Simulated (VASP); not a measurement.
# TeMo2 in VASP: notebook

Runs on TeMo2. Level: PBE. Tasks: single point.

Everything below comes from runs of VASP 6.6.1. Logs are shortened: lines on timing, memory, paths and dates and some standing lists are left out, and cuts for length are marked.

## Step 1: The cell of the first run

The structure is hexagonal, space group P6_3/mmc (No. 194). Conventional cell: a = 4.794 Å, b = 4.794 Å, c = 5.374 Å, α = 90.00°, β = 90.00°, γ = 120.00°. Te (site symmetry -6m2) has 11 Mo at 2.69 to 3.08 Å within 3.5 Å. Mo (site symmetry -3m) has 8 Mo at 2.69 to 3.08 Å and 6 Te at 3.08 Å within 3.5 Å. Within 3.5 Å of Mo (site symmetry -6m2) lie 5 Te at 2.69 to 2.77 Å and 6 Mo at 3.08 Å.

The cell was built from a structure type or drawn by symmetry, and may not be a known phase.

## Step 2: Single point, PBE

The input, INCAR:

```
PREC = Accurate
ENCUT = 500
EDIFF = 1E-6
ISMEAR = 0
SIGMA = 0.2
LREAL = False
LASPH = True
NELM = 120
ALGO = Normal
ISIF = 2
LWAVE = False
LCHARG = True
GGA = PE
LELF = True
LVHAR = True
NBANDS = 43
GGA_COMPAT = False
```

The input, KPOINTS:

```
regular mesh
0
Gamma
  4 4 3
```

The input, POSCAR:

```
TeMo2
1.0
    4.7935982583      0.0000000000      0.0000000000
   -2.3967991292      4.1513778673      0.0000000000
    0.0000000000      0.0000000000      5.3739293242
Te Mo
2 4
Direct
    0.3333333333      0.6666666667      0.2500000000
    0.6666666667      0.3333333333      0.7500000000
    0.0000000000      0.0000000000      0.0000000000
    0.0000000000      0.0000000000      0.5000000000
    0.3333333333      0.6666666667      0.7500000000
    0.6666666667      0.3333333333      0.2500000000
```

Potentials or basis: VASP PAW PBE potentials, release 64 (Te, Mo_sv).

Run with:

```bash
cat potpaw_PBE.64/Te/POTCAR potpaw_PBE.64/Mo_sv/POTCAR > POTCAR
mpirun -np 1 vasp_std > vasp.out
```

OUTCAR:

```text
PREC = Accurate
   ENCUT = 500
   EDIFF = 1E-6
   ISMEAR = 0
   LREAL = False
   LASPH = True
   NELM = 120
   ISIF = 2
   GGA = PE

 ion  position               nearest neighbor table
   1  0.333  0.667  0.250-   5 2.69   5 2.69   6 2.77   6 2.77   6 2.77   3 3.08   4 3.08   4 3.08
                             3 3.08   4 3.08   3 3.08
   2  0.667  0.333  0.750-   6 2.69   6 2.69   5 2.77   5 2.77   5 2.77   3 3.08   4 3.08   3 3.08
                             4 3.08   3 3.08   4 3.08
   3  0.000  0.000  0.000-   4 2.69   4 2.69   1 3.08   5 3.08   6 3.08   2 3.08   2 3.08   6 3.08
                             1 3.08   5 3.08   2 3.08   6 3.08   1 3.08   5 3.08
   4  0.000  0.000  0.500-   3 2.69   3 2.69   1 3.08   5 3.08   6 3.08   2 3.08   2 3.08   6 3.08
                             1 3.08   5 3.08   2 3.08   6 3.08   1 3.08   5 3.08
   5  0.333  0.667  0.750-   1 2.69   1 2.69   2 2.77   2 2.77   2 2.77   3 3.08   4 3.08   4 3.08
                             3 3.08   4 3.08   3 3.08
   6  0.667  0.333  0.250-   2 2.69   2 2.69   1 2.77   1 2.77   1 2.77   3 3.08   4 3.08   3 3.08
                             4 3.08   3 3.08   4 3.08

  LATTYP: Found a hexagonal cell.
 ALAT       =     4.7935982583
 C/A-ratio  =     1.1210637677

  Lattice vectors:

 A1 = (   4.7935982583,   0.0000000000,   0.0000000000)
 A2 = (  -2.3967991292,   4.1513778673,   0.0000000000)
 A3 = (   0.0000000000,   0.0000000000,   5.3739293242)

Analysis of symmetry for initial positions (statically):
=====================================================================
 Subroutine PRICEL returns:
 Original cell was already a primitive cell.

 Routine SETGRP: Setting up the symmetry group for a
 hexagonal supercell.

 Subroutine GETGRP returns: Found 24 space group operations
 (whereof 12 operations were pure point group operations)
 out of a pool of 24 trial point group operations.

The static configuration has the point symmetry D_3d.
 The point group associated with its full space group is D_6h.

Analysis of symmetry for dynamics (positions and initial velocities):
=====================================================================
 Subroutine PRICEL returns:
 Original cell was already a primitive cell.

 Routine SETGRP: Setting up the symmetry group for a
 hexagonal supercell.

 Subroutine GETGRP returns: Found 24 space group operations
 (whereof 12 operations were pure point group operations)
 out of a pool of 24 trial point group operations.

The dynamic configuration has the point symmetry D_3d.
 The point group associated with its full space group is D_6h.

 Subroutine INISYM returns: Found 24 space group operations
 (whereof 12 operations are pure point group operations),
 and found     1 'primitive' translations

----------------------------------------------------------------------------------------

                                     Primitive cell

  volume of cell :     106.9414

  direct lattice vectors                    reciprocal lattice vectors
     4.793598258  0.000000000  0.000000000     0.208611558  0.120441939  0.000000000
    -2.396799129  4.151377867  0.000000000     0.000000000  0.240883878  0.000000000
     0.000000000  0.000000000  5.373929324     0.000000000  0.000000000  0.186083579

  length of vectors
     4.793598258  4.793598258  5.373929324     0.240883878  0.240883878  0.186083579

  position of ions in fractional coordinates (direct lattice)
     0.333333333  0.666666667  0.250000000
     0.666666667  0.333333333  0.750000000
     0.000000000  0.000000000  0.000000000
     0.000000000  0.000000000  0.500000000
     0.333333333  0.666666667  0.750000000
     0.666666667  0.333333333  0.250000000

  ion indices of the primitive-cell ions
   primitive index   ion index
                 1           1
                 2           2
                 3           3
                 4           4
                 5           5
                 6           6

----------------------------------------------------------------------------------------

 KPOINTS: regular mesh

Automatic generation of k-mesh.
 Grid dimensions read from file:
 generate k-points for:    4    4    3

 Generating k-lattice:

  Cartesian coordinates                     Fractional coordinates (reciprocal lattice)
     0.052152889  0.030110485  0.000000000     0.250000000  0.000000000  0.000000000
     0.000000000  0.060220970  0.000000000     0.000000000  0.250000000  0.000000000
     0.000000000  0.000000000  0.062027860     0.000000000  0.000000000  0.333333333

  Length of vectors
     0.060220970  0.060220970  0.062027860

  Shift w.r.t. Gamma in fractional coordinates (k-lattice)
     0.000000000  0.000000000  0.000000000

 Subroutine IBZKPT returns following result:
 ===========================================

 Found      8 irreducible k-points:

 Following reciprocal coordinates:
            Coordinates               Weight
  0.000000  0.000000  0.000000      1.000000
  0.250000  0.000000  0.000000      6.000000
  0.500000  0.000000  0.000000      3.000000
  0.250000  0.250000  0.000000      6.000000
  0.000000  0.000000  0.333333      2.000000
  0.250000  0.000000  0.333333     12.000000
  0.500000  0.000000  0.333333      6.000000
  0.250000  0.250000  0.333333     12.000000
   k-points           NKPTS =      8   k-points in BZ     NKDIM =      8   number of bands    NBANDS=     43
   number of dos      NEDOS =    301   number of ions     NIONS =      6
   total plane-waves  NPLWV =  51840
   dimension x,y,z NGX =    36 NGY =   36 NGZ =   40
   dimension x,y,z NGXF=    72 NGYF=   72 NGZF=   80
   ions per type =               2   4
   NGX,Y,Z   is equivalent  to a cutoff of  12.49, 12.49, 12.37 a.u.
   NGXF,Y,Z  is equivalent  to a cutoff of  24.97, 24.97, 24.75 a.u.
 SYSTEM =  unknown system
   PREC   = accura    normal or accurate (medium, high low for compatibility)
   ISTART =      0    job   : 0-new  1-cont  2-samecut
   ICHARG =      2    charge: 1-file 2-atom 10-const
   ISPIN  =      1    spin polarized calculation?
   LNONCOLLINEAR =      F non collinear calculations
   LSORBIT =      F    spin-orbit coupling
   LASPH  =      T    aspherical Exc in radial PAW
   ENCUT  =  500.0 eV  36.75 Ry    6.06 a.u.   8.74  8.74  9.80*2*pi/ulx,y,z
   NELM   =    120;   NELMIN=  2; NELMDL= -5     # of ELM steps
   EDIFF  = 0.1E-05   stopping-criterion for ELM
   LREAL  =      F    real-space projection
   EDIFFG = 0.1E-04   stopping-criterion for IOM
   NSW    =      0    number of steps for IOM
   IBRION =     -1    ionic relax: 0-MD 1-quasi-New 2-CG
   NFREE  =      0    steps in history (QN), initial steepest desc. (CG)
   ISIF   =      2    stress and relaxation
   ISYM   =      2    0-nonsym 1-usesym 2-fastsym
   POTIM  = 0.5000    time-step for ionic-motion
   TEBEG  =    0.0;   TEEND  =   0.0 temperature during run
   PSTRESS=    0.0 pullay stress
   NELECT =      68.0000    total number of electrons
   NUPDOWN=      -1.0000    fix difference up-down
   EMIN   =  10.00;   EMAX   =-10.00  energy-range for DOS
   EFERMI =   0.00;   METHOD = LEGACY
   ISMEAR =     0;   SIGMA  =   0.20  broadening in eV -4-tet -1-fermi 0-gaus
   EFERMI_NEDOS =   21; number of points for ismear=-14 and -15
   IALGO  =     38    algorithm
   IMIX   =      4    mixing-type and parameters
     AMIX     =   0.40;   BMIX     =  1.00
     AMIX_MAG =   1.60;   BMIX_MAG =  1.00
  volume/ion in A,a.u.               =      17.82       120.28
  Fermi-wavevector in a.u.,A,eV,Ry     =   1.407762  2.660284 26.963936  1.981793
  Thomas-Fermi vector in A             =   2.529988
   LORBIT       =      0    0 simple, 1 ext, 2 COOP (PROOUT), +10 PAW based schemes
   GGA     = PE    functional components
   LHFCALC =     F    Hartree Fock is set to
   AEXX    =    0.0000 exact exchange contribution
   IVDW    =     0    specifies the selected vdW correction
   LEPSILON=     F    determine dielectric tensor
   LRPA    =     F    only Hartree local field effects (RPA)
 non-spin polarized calculation
 Gauss-broadening in eV      SIGMA  =   0.20
  energy-cutoff  :      500.00
  volume of cell :      106.94
 maximum number of plane-waves:      2738
 NGX is ok and might be reduce to    36
   NGX = 17   NGY = 17   NGZ = 19

 number of electron      67.9999992 magnetization

 Free energy of the ion-electron system (eV)
  ---------------------------------------------------
  ext. energy  EPLUGINS =         0.00000000
  ---------------------------------------------------
  free energy    TOTEN  =       -46.15058796 eV

  energy without entropy =      -45.98986171  energy(sigma->0) =      -46.07022484

 E-fermi :  12.5271     XC(G=0): -12.4890

 val. band max:       12.5267778795   @ k =   0.0000   0.0000   0.3333
 cond. band min:      12.5634987202   @ k =   0.2500   0.2500   0.3333
 fundamental gap:      0.0367208406
 Fermi energy:        12.5270569207

 k-point     1 :       0.0000    0.0000    0.0000
  band No.  band energies     occupation
      1     -48.7152      2.00000
      2     -48.5786      2.00000
      3     -48.2364      2.00000
      4     -48.2352      2.00000
      5     -23.2697      2.00000
      6     -22.8693      2.00000
[... 35 lines left out ...]
     42      14.7624      0.00000
     43      14.7624      0.00000

 k-point     2 :       0.2500    0.0000    0.0000
  band No.  band energies     occupation
      1     -48.7137      2.00000
      2     -48.5785      2.00000
      3     -48.2375      2.00000
      4     -48.2358      2.00000
      5     -23.2792      2.00000
      6     -22.8834      2.00000
[... 35 lines left out ...]
     42      14.7284      0.00000
     43      15.1647      0.00000

 k-point     3 :       0.5000    0.0000    0.0000
  band No.  band energies     occupation
      1     -48.7121      2.00000
      2     -48.5785      2.00000
      3     -48.2384      2.00000
      4     -48.2363      2.00000
      5     -23.2886      2.00000
      6     -22.8968      2.00000
[... 183 lines left out ...]
      6     -22.8505      2.00000
[... 35 lines left out ...]
     42      15.0806      0.00000
     43      15.1549      0.00000

 k-point     8 :       0.2500    0.2500    0.3333
  band No.  band energies     occupation
      1     -48.6791      2.00000
      2     -48.6123      2.00000
      3     -48.2378      2.00000
      4     -48.2372      2.00000
      5     -23.0338      2.00000
      6     -22.8559      2.00000
[... 35 lines left out ...]
     42      14.5217      0.00000
     43      15.4652      0.00000

------------------------ aborting loop because EDIFF is reached ----------------------------------------

  FORCE on cell =-STRESS in cart. coord.  units (eV):
  Direction    XX          YY          ZZ          XY          YZ          ZX
  --------------------------------------------------------------------------------------
  -------------------------------------------------------------------------------------
  Total        0.1106903      0.1106903     -0.2173555     -0.0000000      0.0000000      0.0000000
  in kB        1.6583429      1.6583429     -3.2563825     -0.0000000      0.0000000      0.0000000
  external PRESSURE =       0.0201011 kB  Pullay stress =       0.0000000 kB

 VOLUME and BASIS-vectors are now :
 -----------------------------------------------------------------------------
  energy-cutoff  :      500.00
  volume of cell :      106.94
      direct lattice vectors                 reciprocal lattice vectors
     4.793598258  0.000000000  0.000000000     0.208611558  0.120441939  0.000000000
    -2.396799129  4.151377867  0.000000000     0.000000000  0.240883878  0.000000000
     0.000000000  0.000000000  5.373929324     0.000000000  0.000000000  0.186083579

 POSITION                                       TOTAL-FORCE (eV/Angst)
 -----------------------------------------------------------------------------------
     -0.00000      2.76759      1.34348         0.000000      0.000000      0.000000
      2.39680      1.38379      4.03045        -0.000000      0.000000      0.000000
      0.00000      0.00000      0.00000         0.000000      0.000000      0.000000
      0.00000      0.00000      2.68696         0.000000      0.000000      0.000000
     -0.00000      2.76759      4.03045        -0.000000     -0.000000      0.000000
      2.39680      1.38379      1.34348        -0.000000      0.000000      0.000000
 -----------------------------------------------------------------------------------
    total drift:                               -0.000000     -0.000000      0.000000

  FREE ENERGIE OF THE ION-ELECTRON SYSTEM (eV)
  ---------------------------------------------------
  free  energy   TOTEN  =       -46.1505879627 eV

  energy  without entropy=      -45.9898617090  energy(sigma->0) =      -46.07022484
```

Run time: 28 s. Hardware: 1 thread of AMD EPYC 9R45 (Zen 5), shared host; peak memory 0.19 GiB.

What came out:

```
Free energy            : -46.1506 eV
Pressure               : 0.0 GPa
Band gap on the k mesh : zero (bands 34 and 35 overlap by 0.45 eV)
```

Caveat: the k points lie up to 0.39 Å⁻¹ apart; spin-orbit coupling is left out, which moves the levels of the heavy elements.

## Step 3: Single point, PBE

This run uses another cell than the first one, of 26.07 Å³/atom.

The input, INCAR:

```
SYSTEM = TeMo2
  PREC = Accurate
  ENCUT = 500
  EDIFF = 1E-6
  ISMEAR = 0
  SIGMA = 0.2
  LREAL = .FALSE.
  LASPH = .TRUE.
  NELM = 120
  ALGO = Normal
  ISIF = 2
  LWAVE = .FALSE.
  LCHARG = .FALSE.
  GGA = PE
  NBANDS = 43
  GGA_COMPAT = .FALSE.
```

The input, KPOINTS:

```
Automatic mesh
0
G
  4 4 2
  0 0 0
```

The input, POSCAR:

```
TeMo2
1.0
    4.2364429832     -0.0000000028      0.0000000000
   -2.1182214892      3.6688672465      0.0000000000
    0.0000000000      0.0000000000     10.0633851868
Te Mo
2 4
Direct
    0.3333333333      0.6666666667      0.7896459647
    0.6666666667      0.3333333333      0.2896459647
    0.0000000000      0.0000000000      0.4405613876
    0.0000000000      0.0000000000      0.9405613876
    0.0000000000      0.0000000000      0.6385909377
    0.0000000000      0.0000000000      0.1385909377
```

Potentials or basis: VASP PAW PBE potentials, release 64 (Te, Mo_sv).

Run with:

```bash
cat potpaw_PBE.64/Te/POTCAR potpaw_PBE.64/Mo_sv/POTCAR > POTCAR
mpirun -np 1 vasp_std > vasp.out
```

Wall time 42 s (1 thread of AMD EPYC 9R45 (Zen 5), shared host); peak memory 0.24 GiB.

It converged, with:

```yaml
Free_energy: -42.7234 eV
Pressure: 1.0 GPa
Largest_force: 0.783 eV/Å
Band_gap_on_the_k_mesh: zero (bands 34 and 35 overlap by 0.25 eV)
```

Forces in eV/Å, atoms in the order of the input:
```
Te   0.000  0.000 -0.003
Te   0.000  0.000 -0.003
Mo   0.000  0.000 -0.780
Mo   0.000  0.000 -0.780
Mo   0.000  0.000  0.783
Mo   0.000  0.000  0.783
```

Stress tensor (GPa, compression positive):
```
-0.08  0.00  0.00
 0.00 -0.08  0.00
 0.00  0.00  3.18
```

Levels at points of the mesh, in eV from the Fermi level:
| k point | band 32 | band 33 | band 34 | band 35 | band 36 | band 37 |
| --- | --- | --- | --- | --- | --- | --- |
| (0.00, 0.00, 0.00) | -0.76 | -0.65 | -0.19 | -0.19 | 0.53 | 0.53 |
| (0.50, 0.00, 0.00) | -0.37 | -0.34 | -0.21 | -0.08 | 0.50 | 1.26 |
| (0.00, 0.00, 0.50) | -0.48 | -0.48 | -0.48 | 0.57 | 0.57 | 1.22 |
| (0.50, 0.00, 0.50) | -0.71 | -0.25 | -0.25 | 0.08 | 0.08 | 1.16 |

Caveat: the k points lie up to 0.43 Å⁻¹ apart; atoms lie so close that the PAW spheres overlap strongly, which falsifies energies and pressures; spin-orbit coupling is left out, which moves the levels of the heavy elements.
